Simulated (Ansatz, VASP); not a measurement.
## One calculation of Nb, two programs

Contents of INCAR:

```
PREC = Accurate ; ENCUT = 520
EDIFF = 1E-7 ; ISMEAR = -1
SIGMA = 0.1 ; LREAL = False
LASPH = True ; NELM = 100
ALGO = Normal ; ISIF = 2
LWAVE = False ; LCHARG = False
NBANDS = 12
```

File KPOINTS:

```
Automatic mesh
0
Gamma
  11 11 11
```

The input POSCAR:

```
Nb
1.0
   -1.6231103068      1.6231103068      1.6231103068
    1.6231103068     -1.6231103068      1.6231103068
    1.6231103068      1.6231103068     -1.6231103068
Nb
1
Direct
    0.0000000000      0.0000000000      0.0000000000
```

Input for Ansatz:

```yaml
crystal:
  lattice:
    - [-1.6231103068, 1.6231103068, 1.6231103068]
    - [1.6231103068, -1.6231103068, 1.6231103068]
    - [1.6231103068, 1.6231103068, -1.6231103068]
  atoms:
    - { symbol: Nb, position: [0.0, 0.0, 0.0] }
hamiltonian:
  xc: lda
  pseudopotentials:
    kind: paw
    azcp:
      Nb: "pseudopotentials/Nb.paw.azcp"
basis:
  ecutwfc: 420
  fft_grid_basis: typed
kpoints:
  mp_grid: { grid: [11, 11, 11], shift: [0, 0, 0] }
magnetization:
  spin_polarized: false
scf:
  occupations: { method: fermi_dirac, width: 0.1 }
  lower_state_search: "off"
output:
  stress: true
  write_density: true
  write_potential: true
  elf: true
  volumetric_format: npy
```

Alike in both runs: task single point; functional LDA; k mesh 11 × 11 × 11; occupations fermi-dirac, width 0.1 eV; no spin polarisation.

|  | VASP | Ansatz |
| --- | --- | --- |
| version | VASP 6.6.1 | Ansatz 0.2.0 |
| potentials or method | VASP PAW LDA potentials, release 64 (Nb_sv), cutoff 520 eV | plane waves (420 eV) with PAW, scalar-relativistic |
| valence electrons in the cell | 13 | 13 |

```csv
,VASP,Ansatz,Ansatz less VASP
pressure (GPa),0.8,0.9,+0.16
```

Ansatz warns that its potentials were made for another functional, while VASP's fit it. LDA's correlation is that of Perdew and Zunger in VASP and of Perdew and Wang (1992) in Ansatz.
